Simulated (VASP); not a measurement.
# Al4N5 in VASP: single point with r2SCAN

Aim: the single point of Al4N5 with r2SCAN.

All numbers are computed with VASP 6.6.1; they aren't measurements. Logs are shortened: lines on timing, memory, paths and dates and some standing lists are left out, and cuts for length are marked.

### 1 The cell of the first run

The cell holds a slab with vacuum, 9 atoms: a = 3.107 Å, b = 3.107 Å, c = 27.057 Å, α = 90.00°, β = 90.00°, γ = 120.00°.

### 2 Single point, r2SCAN, collinear spin

Contents of POSCAR:

```
Al4N5
1.0
    3.1066653380      0.0000000000      0.0000000000
   -1.5533326690      2.6904511037      0.0000000000
    0.0000000000      0.0000000000     27.0569797326
N Al
5 4
Direct
    0.3333333333      0.6666666667      0.3141518412
    0.6666666667      0.3333333333      0.4061503734
    0.3333333333      0.6666666667      0.4973598979
    0.6666666667      0.3333333333      0.5896326821
    0.0000000000      0.0000000000      0.6602694139
    0.6666666667      0.3333333333      0.3359344817
    0.3333333333      0.6666666667      0.4279330140
    0.6666666667      0.3333333333      0.5205575778
    0.3333333333      0.6666666667      0.6193193759
```

Contents of INCAR.step1:

```
  PREC = Accurate
  ENCUT = 520
  ISMEAR = 0
  SIGMA = 0.05
  LREAL = F
  LASPH = T
  NELM = 150
  ISPIN = 2
  MAGMOM = 0 0 0 0 3 0 0 0 0
  LDIPOL = T
  IDIPOL = 3
  DIPOL = 0.5 0.5 0.486
  NBANDS = 32
  GGA = PE
  ALGO = Normal
  EDIFF = 1E-4
  LWAVE = T
  LCHARG = F
```

Contents of INCAR.step2:

```
  PREC = Accurate
  ENCUT = 520
  EDIFF = 1E-7
  ISMEAR = 0
  SIGMA = 0.05
  LREAL = F
  LASPH = T
  NELM = 150
  ALGO = Normal
  ISIF = 2
  LWAVE = F
  LCHARG = T
  ISPIN = 2
  MAGMOM = 0 0 0 0 3 0 0 0 0
  LORBIT = 11
  LDIPOL = T
  IDIPOL = 3
  DIPOL = 0.5 0.5 0.486
  METAGGA = R2SCAN
  LMIXTAU = T
  LELF = T
  LVHAR = T
  LVACPOTAV = T
  NBANDS = 32
  ISTART = 1
```

Contents of KPOINTS:

```
regular mesh
0
Gamma
  9 9 1
```

Potentials or basis: VASP PAW PBE potentials, release 64 (N, Al).

Started as:

```sh
$ cat potpaw_PBE.64/N/POTCAR potpaw_PBE.64/Al/POTCAR > POTCAR
$ cp INCAR.step1 INCAR
$ mpirun -np 1 vasp_std > vasp.out
$ cp INCAR.step2 INCAR
$ mpirun -np 1 vasp_std > vasp.out
```

OUTCAR:

```text
PREC = Accurate
   ENCUT = 520
   EDIFF = 1E-7
   ISMEAR = 0
   LREAL = F
   LASPH = T
   NELM = 150
   ISIF = 2
   ISPIN = 2
   LORBIT = 11
   METAGGA = R2SCAN
   ISTART = 1

 ion  position               nearest neighbor table
   1  0.333  0.667  0.314-   6 1.89   6 1.89   6 1.89
   2  0.667  0.333  0.406-   7 1.89   7 1.89   7 1.89   6 1.90
   3  0.333  0.667  0.497-   7 1.88   8 1.90   8 1.90   8 1.90
   4  0.667  0.333  0.590-   8 1.87   9 1.97   9 1.97   9 1.97
   5  0.000  0.000  0.660-   9 2.11   9 2.11   9 2.11
   6  0.667  0.333  0.336-   1 1.89   1 1.89   1 1.89   2 1.90   7 3.07   7 3.07   7 3.07
   7  0.333  0.667  0.428-   3 1.88   2 1.89   2 1.89   2 1.89   6 3.07   6 3.07   6 3.07   8 3.08
                             8 3.08   8 3.08
   8  0.667  0.333  0.521-   4 1.87   3 1.90   3 1.90   3 1.90   7 3.08   7 3.08   7 3.08   9 3.22
                             9 3.22   9 3.22
   9  0.333  0.667  0.619-   4 1.97   4 1.97   4 1.97   5 2.11   5 2.11   5 2.11   8 3.22   8 3.22
                             8 3.22

  LATTYP: Found a hexagonal cell.
 ALAT       =     3.1066653380
 C/A-ratio  =     8.7093319649

  Lattice vectors:

 A1 = (   3.1066653380,   0.0000000000,   0.0000000000)
 A2 = (  -1.5533326690,   2.6904511037,   0.0000000000)
 A3 = (   0.0000000000,   0.0000000000,  27.0569797326)

Analysis of symmetry for initial positions (statically):
=====================================================================
 Subroutine PRICEL returns:
 Original cell was already a primitive cell.

 Routine SETGRP: Setting up the symmetry group for a
 hexagonal supercell.

 Subroutine GETGRP returns: Found  6 space group operations
 (whereof  6 operations were pure point group operations)
 out of a pool of 24 trial point group operations.

The static configuration has the point symmetry C_3v.

Analysis of symmetry for dynamics (positions and initial velocities):
=====================================================================
 Subroutine PRICEL returns:
 Original cell was already a primitive cell.

 Routine SETGRP: Setting up the symmetry group for a
 hexagonal supercell.

 Subroutine GETGRP returns: Found  6 space group operations
 (whereof  6 operations were pure point group operations)
 out of a pool of 24 trial point group operations.

The dynamic configuration has the point symmetry C_3v.

Analysis of structural, dynamic, and magnetic symmetry:
=====================================================================
 Subroutine PRICEL returns:
 Original cell was already a primitive cell.
[... 161 lines left out ...]

 E-fermi :  -1.3004     XC(G=0):  -5.1100

 val. band max:       -1.3758979796   @ k =   0.2222   0.1111   0.0000
 cond. band min:      -1.2197497897   @ k =   0.2222   0.0000   0.0000
 fundamental gap:      0.1561481899
 Fermi energy:        -1.3004304899

 spin component 1

 k-point     1 :       0.0000    0.0000    0.0000
  band No.  band energies     occupation
      1     -18.3235      1.00000
      2     -18.1644      1.00000
      3     -17.1861      1.00000
      4     -16.5760      1.00000
      5     -15.5037      1.00000
      6      -7.7156      1.00000
[... 385 lines left out ...]
     29      10.1535      0.00000
     30      10.2146      0.00000
 Fermi energy:        -1.3004304899

 spin component 2

 k-point     1 :       0.0000    0.0000    0.0000
  band No.  band energies     occupation
      1     -18.0361      1.00000
      2     -17.1683      1.00000
      3     -16.4704      1.00000
      4     -15.8197      1.00000
      5     -13.4638      1.00000
      6      -7.3929      1.00000
[... 385 lines left out ...]
     29      10.3682      0.00000
     30      10.4526      0.00000
 [bands above 30 left out]

------------------------ aborting loop because EDIFF is reached ----------------------------------------

  FORCE on cell =-STRESS in cart. coord.  units (eV):
  Direction    XX          YY          ZZ          XY          YZ          ZX
  --------------------------------------------------------------------------------------
  -------------------------------------------------------------------------------------
  Total       -1.9843321     -1.9843321     -1.3253821      0.0000000     -0.0000000     -0.0000000
  in kB      -14.0580812    -14.0580812     -9.3897234      0.0000000     -0.0000000     -0.0000000
  external PRESSURE =     -12.5019619 kB  Pullay stress =       0.0000000 kB

 VOLUME and BASIS-vectors are now :
 -----------------------------------------------------------------------------
  energy-cutoff  :      520.00
  volume of cell :      226.15
      direct lattice vectors                 reciprocal lattice vectors
     3.106665338  0.000000000  0.000000000     0.321888550  0.185842441  0.000000000
    -1.553332669  2.690451104  0.000000000     0.000000000  0.371684882  0.000000000
     0.000000000  0.000000000 27.056979733     0.000000000  0.000000000  0.036959040

 POSITION                                       TOTAL-FORCE (eV/Angst)
 -----------------------------------------------------------------------------------
     -0.00000      1.79363      8.50000        -0.000000     -0.000000      1.949484
      1.55333      0.89682     10.98920        -0.000000      0.000000     -0.477742
     -0.00000      1.79363     13.45706        -0.000000      0.000000     -0.019101
      1.55333      0.89682     15.95368        -0.000000      0.000000     -0.004636
      0.00000      0.00000     17.86490        -0.000000     -0.000000     -0.023087
      1.55333      0.89682      9.08937         0.000000     -0.000000     -1.847089
     -0.00000      1.79363     11.57857        -0.000000      0.000000      0.390859
      1.55333      0.89682     14.08472        -0.000000     -0.000000      0.017105
     -0.00000      1.79363     16.75691        -0.000000     -0.000000      0.014207
 -----------------------------------------------------------------------------------
    total drift:                               -0.000001      0.000000     -0.002985

  FREE ENERGIE OF THE ION-ELECTRON SYSTEM (eV)
  ---------------------------------------------------
  free  energy   TOTEN  =       -79.7431485561 eV

  energy  without entropy=      -79.7426867568  energy(sigma->0) =      -79.74291766

 vacuum level on the upper side and lower side of the slab         5.577         4.829

 total charge

# of ion       s       p       d       tot
------------------------------------------
    1        1.256   2.489   0.000   3.745
    2        1.236   2.661   0.000   3.897
    3        1.231   2.664   0.000   3.895
    4        1.249   2.575   0.000   3.824
    5        1.316   2.189   0.000   3.505
    6        0.371   0.452   0.000   0.823
    7        0.368   0.453   0.000   0.821
    8        0.368   0.444   0.000   0.812
    9        0.332   0.394   0.000   0.727
--------------------------------------------------
tot          7.728  14.321   0.000  22.049

 magnetization (x)

# of ion       s       p       d       tot
------------------------------------------
    1        0.026   0.428   0.000   0.454
    2        0.002   0.060   0.000   0.062
    3        0.002   0.027   0.000   0.029
    4        0.019   0.311   0.000   0.330
    5        0.042   1.246   0.000   1.288
    6       -0.007  -0.006   0.000  -0.013
    7        0.001   0.002   0.000   0.003
    8        0.002   0.008   0.000   0.010
    9       -0.022  -0.013   0.000  -0.035
--------------------------------------------------
tot          0.065   2.063   0.000   2.127
```

OSZICAR.step1:

```text
N       E                     dE             d eps       ncg     rms          rms(c)
DAV:   1     0.235393022825E+03    0.23539E+03   -0.15117E+04  1536   0.936E+02
DAV:   2    -0.348902381588E+02   -0.27028E+03   -0.25677E+03  2080   0.220E+02
DAV:   3    -0.699105301246E+02   -0.35020E+02   -0.34032E+02  1928   0.812E+01
[... 45 lines left out ...]
DAV:  49    -0.613810068872E+02   -0.58200E-03   -0.32046E-04  1400   0.681E-02    0.631E-02
DAV:  50    -0.613816170920E+02   -0.61020E-03   -0.14341E-04  1576   0.632E-02    0.536E-02
DAV:  51    -0.613821295262E+02   -0.51243E-03   -0.31623E-05  1424   0.325E-02    0.421E-02
DAV:  52    -0.613823016613E+02   -0.17214E-03   -0.14450E-05  1432   0.192E-02    0.361E-02
DAV:  53    -0.613823829918E+02   -0.81331E-04   -0.15228E-05  1344   0.176E-02
   1 F= -.61382383E+02 E0= -.61375418E+02  d E =-.139294E-01  mag=     2.2721
```

Wall time 20 min (1 thread of Intel Xeon Platinum 8488C (Sapphire Rapids), shared host); peak memory 0.55 GiB.

Results:

| Quantity | Value |
| --- | --- |
| Free energy | -79.7431 eV |
| Largest force | 1.949 eV/Å |
| Band gap on the k mesh | 0.16 eV |
| Net moment | 3.00 μB per cell |
| Site moments | N +0.45, +0.06, +0.03, +0.33, +1.29; Al -0.01, +0.00, +0.01, -0.04 μB |
| Valence electrons inside the program's atomic spheres | N 3.75, 3.90, 3.82, 3.50 (each value once); Al 0.82, 0.81, 0.73 (each value once) |

Forces on the atoms (eV/Å):
```
N    0.000  0.000  1.949
N    0.000  0.000 -0.478
N    0.000  0.000 -0.019
N    0.000  0.000 -0.005
N    0.000  0.000 -0.023
Al   0.000  0.000 -1.847
Al   0.000  0.000  0.391
Al   0.000  0.000  0.017
Al   0.000  0.000  0.014
```

Caveat: the PAW data sets were made with another functional, which shifts forces and pressure a little.
